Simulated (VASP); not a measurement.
# NdBi2S3 (I4mm) in VASP: a series of runs

The runs below take NdBi2S3 through single point, with PBE.

All numbers are computed with VASP 6.6.1; they aren't measurements. Logs are shortened: lines on timing, memory, paths and dates and some standing lists are left out, and cuts for length are marked.

## 1. The cell of the first run

The structure is tetragonal, space group I4mm (No. 107). The conventional cell has a = 5.617 Å, b = 5.617 Å, c = 11.562 Å, α = 90.00°, β = 90.00°, γ = 90.00°. Within 3.7 Å of Nd (site symmetry 4mm) lie 5 S at 2.82 to 2.88 Å and 4 Bi at 3.63 Å. Bi (site symmetry 2mm) has 4 S at 2.58 to 3.20 Å within 3.4 Å. S (site symmetry 2mm) has 2 Bi at 2.58 to 3.20 Å and 2 Nd at 2.82 Å within 3.4 Å. S (site symmetry 4mm) has 4 Bi at 2.87 Å and 1 Nd at 2.88 Å and 4 S at 3.82 Å within 3.9 Å.

The cell was generated, and may not be a known phase.

## 2. Single point, PBE

The input, INCAR:

```
SYSTEM = NdBi2S3
ALGO = Normal ; EDIFF = 1E-6
ENCUT = 500 ; GGA = PE
GGA_COMPAT = .FALSE. ; ISIF = 2
ISMEAR = 0 ; LASPH = .TRUE.
LCHARG = .TRUE. ; LELF = .TRUE.
LMAXMIX = 6 ; LREAL = .FALSE.
LVHAR = .TRUE. ; LWAVE = .FALSE.
NBANDS = 38 ; NELM = 200
PREC = Accurate ; SIGMA = 0.1
```

The input, KPOINTS:

```
k-points
0
G
  8 8 8
  0 0 0
```

The input, POSCAR:

```
NdBi2S3
1.0
   -2.8085763944      2.8085763944      5.7812457503
    2.8085763944     -2.8085763944      5.7812457503
    2.8085763944      2.8085763944     -5.7812457503
Nd Bi S
1 2 3
Direct
    0.1520630640      0.1520630640      0.0000000000
    0.8505586400      0.3505586400      0.5000000000
    0.3505586400      0.8505586400      0.5000000000
    0.6273493808      0.1273493808      0.5000000000
    0.1273493808      0.6273493808      0.5000000000
    0.9033961344      0.9033961344      0.0000000000
```

Potentials or basis: VASP PAW PBE potentials, release 64 (Nd_3, Bi_d, S), 4f in core.

The run is started by

```sh
$ cat potpaw_PBE.64/Nd_3/POTCAR potpaw_PBE.64/Bi_d/POTCAR potpaw_PBE.64/S/POTCAR > POTCAR
$ mpirun -np 1 vasp_std > vasp.out
```

OUTCAR:

```text
SYSTEM = NdBi2S3
   EDIFF = 1E-6
   ENCUT = 500
   GGA = PE
   ISIF = 2
   ISMEAR = 0
   LASPH = .TRUE.
   LREAL = .FALSE.
   NELM = 200
   PREC = Accurate

 ion  position               nearest neighbor table
   1  0.152  0.152  0.000-   4 2.82   5 2.82   5 2.82   4 2.82   6 2.88   2 3.63   3 3.63   3 3.63
                             2 3.63
   2  0.851  0.351  0.500-   4 2.58   6 2.87   6 2.87   5 3.20   1 3.63   1 3.63
   3  0.351  0.851  0.500-   5 2.58   6 2.87   6 2.87   4 3.20   1 3.63   1 3.63
   4  0.627  0.127  0.500-   2 2.58   1 2.82   1 2.82   3 3.20
   5  0.127  0.627  0.500-   3 2.58   1 2.82   1 2.82   2 3.20
   6  0.903  0.903  0.000-   2 2.87   3 2.87   2 2.87   3 2.87   1 2.88

  LATTYP: Found a body centered tetragonal cell.
 ALAT       =     5.6171527888
 C/A-ratio  =     2.0584256714

  Lattice vectors:

 A1 = (  -2.8085763944,   2.8085763944,   5.7812457503)
 A2 = (   2.8085763944,  -2.8085763944,   5.7812457503)
 A3 = (   2.8085763944,   2.8085763944,  -5.7812457503)

Analysis of symmetry for initial positions (statically):
=====================================================================
 Subroutine PRICEL returns:
 Original cell was already a primitive cell.

 Routine SETGRP: Setting up the symmetry group for a
 body centered tetragonal supercell.

 Subroutine GETGRP returns: Found  8 space group operations
 (whereof  8 operations were pure point group operations)
 out of a pool of 16 trial point group operations.

The static configuration has the point symmetry C_4v.

Analysis of symmetry for dynamics (positions and initial velocities):
=====================================================================
 Subroutine PRICEL returns:
 Original cell was already a primitive cell.

 Routine SETGRP: Setting up the symmetry group for a
 body centered tetragonal supercell.

 Subroutine GETGRP returns: Found  8 space group operations
 (whereof  8 operations were pure point group operations)
 out of a pool of 16 trial point group operations.

The dynamic configuration has the point symmetry C_4v.

 Subroutine INISYM returns: Found  8 space group operations
 (whereof  8 operations are pure point group operations),
 and found     1 'primitive' translations

----------------------------------------------------------------------------------------

                                     Primitive cell

  volume of cell :     182.4122

  direct lattice vectors                    reciprocal lattice vectors
    -2.808576394  2.808576394  5.781245750     0.000000000  0.178026135  0.086486550
     2.808576394 -2.808576394  5.781245750     0.178026135  0.000000000  0.086486550
     2.808576394  2.808576394 -5.781245750     0.178026135  0.178026135  0.000000000

  length of vectors
     7.014200250  7.014200250  7.014200250     0.197922278  0.197922278  0.251766974

  position of ions in fractional coordinates (direct lattice)
     0.152063064  0.152063064  0.000000000
     0.850558640  0.350558640  0.500000000
     0.350558640  0.850558640  0.500000000
     0.627349381  0.127349381  0.500000000
     0.127349381  0.627349381  0.500000000
     0.903396134  0.903396134  0.000000000

  ion indices of the primitive-cell ions
   primitive index   ion index
                 1           1
                 2           2
                 3           3
                 4           4
                 5           5
                 6           6

----------------------------------------------------------------------------------------

 KPOINTS: k-points

Automatic generation of k-mesh.
 Grid dimensions read from file:
 generate k-points for:    8    8    8

 Generating k-lattice:

  Cartesian coordinates                     Fractional coordinates (reciprocal lattice)
     0.000000000  0.022253267  0.010810819     0.125000000  0.000000000  0.000000000
     0.022253267  0.000000000  0.010810819     0.000000000  0.125000000  0.000000000
     0.022253267  0.022253267  0.000000000     0.000000000  0.000000000  0.125000000

  Length of vectors
     0.024740285  0.024740285  0.031470872

  Shift w.r.t. Gamma in fractional coordinates (k-lattice)
     0.000000000  0.000000000  0.000000000

 Subroutine IBZKPT returns following result:
 ===========================================

 Found     59 irreducible k-points:

 Following reciprocal coordinates:
            Coordinates               Weight
  0.000000  0.000000  0.000000      1.000000
  0.125000  0.000000  0.000000      8.000000
  0.250000  0.000000  0.000000      8.000000
  0.375000  0.000000 -0.000000      8.000000
  0.500000  0.000000  0.000000      4.000000
  0.125000  0.125000  0.000000      8.000000
[... 16 lines left out ...]
  0.250000  0.125000  0.125000     16.000000
  0.375000  0.125000  0.125000      8.000000
 [... further k-points ...]
   k-points           NKPTS =     59   k-points in BZ     NKDIM =     59   number of bands    NBANDS=     38
   number of dos      NEDOS =    301   number of ions     NIONS =      6
   total plane-waves  NPLWV = 157464
   dimension x,y,z NGX =    54 NGY =   54 NGZ =   54
   dimension x,y,z NGXF=   108 NGYF=  108 NGZF=  108
   ions per type =               1   2   3
   NGX,Y,Z   is equivalent  to a cutoff of  12.80, 12.80, 12.80 a.u.
   NGXF,Y,Z  is equivalent  to a cutoff of  25.60, 25.60, 25.60 a.u.
 SYSTEM =  NdBi2S3
   PREC   = accura    normal or accurate (medium, high low for compatibility)
   ISTART =      0    job   : 0-new  1-cont  2-samecut
   ICHARG =      2    charge: 1-file 2-atom 10-const
   ISPIN  =      1    spin polarized calculation?
   LNONCOLLINEAR =      F non collinear calculations
   LSORBIT =      F    spin-orbit coupling
   LASPH  =      T    aspherical Exc in radial PAW
   ENCUT  =  500.0 eV  36.75 Ry    6.06 a.u.  12.79 12.79 12.79*2*pi/ulx,y,z
   NELM   =    200;   NELMIN=  2; NELMDL= -5     # of ELM steps
   EDIFF  = 0.1E-05   stopping-criterion for ELM
   LREAL  =      F    real-space projection
[... 7 lines left out ...]
   TEBEG  =    0.0;   TEEND  =   0.0 temperature during run
   PSTRESS=    0.0 pullay stress
   NELECT =      59.0000    total number of electrons
   NUPDOWN=      -1.0000    fix difference up-down
   EMIN   =  10.00;   EMAX   =-10.00  energy-range for DOS
   EFERMI =   0.00;   METHOD = LEGACY
   ISMEAR =     0;   SIGMA  =   0.10  broadening in eV -4-tet -1-fermi 0-gaus
   EFERMI_NEDOS =   21; number of points for ismear=-14 and -15
   IALGO  =     38    algorithm
   IMIX   =      4    mixing-type and parameters
     AMIX     =   0.40;   BMIX     =  1.00
     AMIX_MAG =   1.60;   BMIX_MAG =  1.00
  volume/ion in A,a.u.               =      30.40       205.16
  Fermi-wavevector in a.u.,A,eV,Ry     =   1.123762  2.123602 17.181984  1.262840
  Thomas-Fermi vector in A             =   2.260430
   LORBIT       =      0    0 simple, 1 ext, 2 COOP (PROOUT), +10 PAW based schemes
   GGA     = PE    functional components
   LHFCALC =     F    Hartree Fock is set to
   AEXX    =    0.0000 exact exchange contribution
   IVDW    =     0    specifies the selected vdW correction
   LEPSILON=     F    determine dielectric tensor
   LRPA    =     F    only Hartree local field effects (RPA)
 non-spin polarized calculation
 Gauss-broadening in eV      SIGMA  =   0.10
  energy-cutoff  :      500.00
  volume of cell :      182.41
 maximum number of plane-waves:      4654
 NGX is ok and might be reduce to    54
   NGX = 25   NGY = 25   NGZ = 25

 number of electron      59.0000003 magnetization

 Free energy of the ion-electron system (eV)
  ---------------------------------------------------
  ext. energy  EPLUGINS =         0.00000000
  ---------------------------------------------------
  free energy    TOTEN  =       -29.55985412 eV

  energy without entropy =      -29.54745450  energy(sigma->0) =      -29.55365431

 E-fermi :   4.0058     XC(G=0):  -8.9188

 val. band max:        3.9844688752   @ k =   0.2500   0.1250  -0.0000
 cond. band min:       4.0184897945   @ k =  -0.1250   0.1250   0.0000
 fundamental gap:      0.0340209193
 Fermi energy:         4.0058104946

 k-point     1 :       0.0000    0.0000    0.0000
  band No.  band energies     occupation
      1     -33.7566      2.00000
      2     -19.0804      2.00000
      3     -19.0435      2.00000
      4     -19.0226      2.00000
      5     -19.0226      2.00000
      6     -18.9533      2.00000
[... 30 lines left out ...]
     37       8.1129      0.00000
     38       8.1607      0.00000

 k-point     2 :       0.1250    0.0000    0.0000
  band No.  band energies     occupation
      1     -33.7566      2.00000
      2     -19.0788      2.00000
      3     -19.0447      2.00000
      4     -19.0227      2.00000
      5     -19.0226      2.00000
      6     -18.9511      2.00000
[... 30 lines left out ...]
     37       7.8820      0.00000
     38       8.0671      0.00000

 k-point     3 :       0.2500    0.0000    0.0000
  band No.  band energies     occupation
      1     -33.7564      2.00000
      2     -19.0744      2.00000
      3     -19.0482      2.00000
      4     -19.0227      2.00000
      5     -19.0225      2.00000
      6     -18.9449      2.00000
[... 30 lines left out ...]
     37       7.9105      0.00000
     38       7.9841      0.00000

 k-point     4 :       0.3750    0.0000   -0.0000
  band No.  band energies     occupation
      1     -33.7563      2.00000
      2     -19.0681      2.00000
      3     -19.0535      2.00000
      4     -19.0228      2.00000
      5     -19.0224      2.00000
      6     -18.9356      2.00000
[... 30 lines left out ...]
     37       7.8312      0.00000
     38       7.9788      0.00000
[... 703 lines left out ...]
      4     -19.0262      2.00000
      5     -19.0193      2.00000
      6     -18.9388      2.00000
[... 30 lines left out ...]
     37       7.7135      0.00000
     38       8.9214      0.00000

 k-point    23 :       0.2500    0.1250    0.1250
  band No.  band energies     occupation
      1     -33.7561      2.00000
      2     -19.0659      2.00000
      3     -19.0555      2.00000
      4     -19.0273      2.00000
      5     -19.0182      2.00000
      6     -18.9321      2.00000
[... 30 lines left out ...]
     37       7.6676      0.00000
     38       8.6467      0.00000

 k-point    24 :       0.3750    0.1250    0.1250
  band No.  band energies     occupation
      1     -33.7561      2.00000
      2     -19.0617      2.00000
      3     -19.0595      2.00000
      4     -19.0277      2.00000
      5     -19.0179      2.00000
      6     -18.9243      2.00000
[... 30 lines left out ...]
     37       7.6955      0.00000
     38       8.4772      0.00000

 [... further k-points ...]

------------------------ aborting loop because EDIFF is reached ----------------------------------------

  FORCE on cell =-STRESS in cart. coord.  units (eV):
  Direction    XX          YY          ZZ          XY          YZ          ZX
  --------------------------------------------------------------------------------------
  -------------------------------------------------------------------------------------
  Total       -0.0195526     -0.0195526     -0.0180684      0.0000000     -0.0000000      0.0000000
  in kB       -0.1717359     -0.1717359     -0.1586998      0.0000000     -0.0000000      0.0000000
  external PRESSURE =      -0.1673905 kB  Pullay stress =       0.0000000 kB

 VOLUME and BASIS-vectors are now :
 -----------------------------------------------------------------------------
  energy-cutoff  :      500.00
  volume of cell :      182.41
      direct lattice vectors                 reciprocal lattice vectors
    -2.808576394  2.808576394  5.781245750     0.000000000  0.178026135  0.086486550
     2.808576394 -2.808576394  5.781245750     0.178026135  0.000000000  0.086486550
     2.808576394  2.808576394 -5.781245750     0.178026135  0.178026135  0.000000000

 POSITION                                       TOTAL-FORCE (eV/Angst)
 -----------------------------------------------------------------------------------
      0.00000      0.00000      1.75823         0.000000      0.000000     -0.013532
      0.00000      2.80858      4.05333        -0.000000     -0.000000      0.008010
      2.80858      0.00000      4.05333         0.000000      0.000000      0.008010
      0.00000      2.80858      1.47248        -0.000000      0.000000     -0.001794
      2.80858      0.00000      1.47248         0.000000     -0.000000     -0.001794
      0.00000      0.00000     10.44551        -0.000000     -0.000000      0.001100
 -----------------------------------------------------------------------------------
    total drift:                               -0.000001     -0.000001      0.001777

  FREE ENERGIE OF THE ION-ELECTRON SYSTEM (eV)
  ---------------------------------------------------
  free  energy   TOTEN  =       -29.5598541232 eV

  energy  without entropy=      -29.5474545025  energy(sigma->0) =      -29.55365431
```

It took 8.5 min on 1 thread of Intel Xeon 6975P-C (Granite Rapids), shared host; peak memory 0.62 GiB.

What came out:

```
Free energy            : -29.5599 eV
Pressure               : 0.0 GPa
Largest force          : 0.014 eV/Å
Band gap on the k mesh : zero (an odd number of electrons rules out a gap without spin polarisation)
```

Forces in eV/Å, atoms in the order of the input:
```
Nd   0.000  0.000 -0.014
Bi   0.000  0.000  0.008
Bi   0.000  0.000  0.008
S    0.000  0.000 -0.002
S    0.000  0.000 -0.002
S    0.000  0.000  0.001
```

Caveat: spin-orbit coupling is left out, which moves the levels of the heavy elements; the 4f electrons are frozen in the core, so they carry no moment and show no levels; an odd number of electrons without spin polarisation forces a metal; a magnetic or distorted state may lie lower; the run has no spin polarisation, though such a crystal can be magnetic. With open d or f shells a metallic result of PBE can be an artefact of self-interaction; +U or a hybrid may open a gap.

## 3. Single point, PBE

The input, INCAR:

```
ALGO = Normal
EDIFF = 1E-6
ENCUT = 500
GGA = PE
GGA_COMPAT = F
ISIF = 2
ISMEAR = 0
LASPH = T
LCHARG = F
LMAXMIX = 6
LREAL = F
LWAVE = F
NBANDS = 38
NELM = 200
PREC = Accurate
SIGMA = 0.1
```

The input, KPOINTS:

```
k-points
0
Gamma
  8 8 8
```

The input, POSCAR:

```
NdBi2S3
1.0
   -2.8089133400      2.8089133400      5.7788381276
    2.8089133400     -2.8089133400      5.7788381276
    2.8089133400      2.8089133400     -5.7788381276
Nd Bi S
1 2 3
Direct
    0.1520276623      0.1520276623      0.0000000000
    0.8506835170      0.3506835170      0.5000000000
    0.3506835170      0.8506835170      0.5000000000
    0.6272434176      0.1272434176      0.5000000000
    0.1272434176      0.6272434176      0.5000000000
    0.9033937085      0.9033937085      0.0000000000
```

Potentials or basis: VASP PAW PBE potentials, release 64 (Nd_3, Bi_d, S), 4f in core.

The run is started by

```sh
$ cat potpaw_PBE.64/Nd_3/POTCAR potpaw_PBE.64/Bi_d/POTCAR potpaw_PBE.64/S/POTCAR > POTCAR
$ mpirun -np 1 vasp_std > vasp.out
```

It took 7.7 min on 1 thread of Intel Xeon 6975P-C (Granite Rapids), shared host; peak memory 0.62 GiB.

It converged, with:

```yaml
Free_energy: -29.5599 eV
Pressure: 0.0 GPa
Largest_force: 0.009 eV/Å
Band_gap_on_the_k_mesh: zero (an odd number of electrons rules out a gap without spin polarisation)
```

Forces in eV/Å, atoms in the order of the input:
```
Nd   0.000  0.000 -0.009
Bi   0.000  0.000 -0.001
Bi   0.000  0.000 -0.001
S    0.000  0.000  0.007
S    0.000  0.000  0.007
S    0.000  0.000 -0.003
```

Levels at points of the mesh, in eV from the Fermi level:
```csv
k point,band 28,band 29,band 30,band 31,band 32,band 33
"(0.00, 0.00, 0.00)",-1.50,-0.14,-0.14,1.64,1.64,2.34
"(0.50, 0.00, 0.00)",-1.33,-0.92,-0.60,0.87,2.71,2.85
"(0.50, 0.50, 0.00)",-1.24,-1.01,0.75,1.17,1.21,2.13
"(0.50, 0.50, 0.50)",-1.32,-0.64,-0.64,1.27,1.75,2.60
```

Caveat: spin-orbit coupling is left out, which moves the levels of the heavy elements; the 4f electrons are frozen in the core, so they carry no moment and show no levels; an odd number of electrons without spin polarisation forces a metal; a magnetic or distorted state may lie lower; the run has no spin polarisation, though such a crystal can be magnetic. Spin polarisation is off, so any magnetic state and its effect on volume and gap are missing.

The gap in the log of VASP goes by the Fermi energy; the results here count the filled bands.